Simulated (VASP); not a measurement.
Wanted: the native input for a VASP 6.6.1 run.

```yaml
Task: single point
Functional: PBE
Potentials_or_basis: VASP PAW PBE potentials, release 64 (Ba_sv, Ti_sv, O)
Cutoff: 520 eV
k_mesh: 12 × 12 × 8
Occupations: gaussian, width 0.1 eV
Spin: no spin polarisation
Dipole_correction: no
Further_INCAR_settings: ALGO = Normal; EDIFF = 1e-07; NBANDS = 25
```

The structure of BaTiO2 lies in POSCAR:

```
BaTiO2
1.0
    3.7225811375      0.0000000000      0.0000000000
   -1.8612905687      3.2238498327      0.0000000000
    0.0000000000      0.0000000000      6.4005257568
Ba Ti O
1 1 2
Direct
    0.0000000000      0.0000000000      0.0000000000
    0.0000000000      0.0000000000      0.5000000000
    0.3333333333      0.6666666667      0.5000000000
    0.6666666667      0.3333333333      0.5000000000
```

These files were run (other wordings do the same):

INCAR

```
SYSTEM = BaTiO2
PREC = Accurate
ENCUT = 520
EDIFF = 1E-7
ISMEAR = 0
SIGMA = 0.1
LREAL = .FALSE.
LASPH = .TRUE.
NELM = 100
ALGO = Normal
ISIF = 2
LWAVE = .FALSE.
LCHARG = .TRUE.
GGA = PE
LELF = .TRUE.
LVHAR = .TRUE.
NBANDS = 25
```

KPOINTS

```
Automatic mesh
0
G
  12 12 8
  0 0 0
```

Potentials or basis: VASP PAW PBE potentials, release 64 (Ba_sv, Ti_sv, O).

The run is started by

```bash
$ cat potpaw_PBE.64/Ba_sv/POTCAR potpaw_PBE.64/Ti_sv/POTCAR potpaw_PBE.64/O/POTCAR > POTCAR
$ mpirun -np 1 vasp_std > vasp.out
```

It gave:

The pressure is 0.4 GPa and the band gap on the k mesh is zero (band 17 reaches 5.23 eV, above the bottom of band 18 at 3.73 eV).

Caveat: spin-orbit coupling is left out, which moves the levels of the heavy elements; semilocal functionals often make such compounds metallic where correlation or magnetic order opens a gap, which also shifts bond lengths.

It took 7 min on 1 thread of AMD EPYC 7R43 64-Core Processor (Zen 3), on a shared host, peak memory 0.28 GiB.
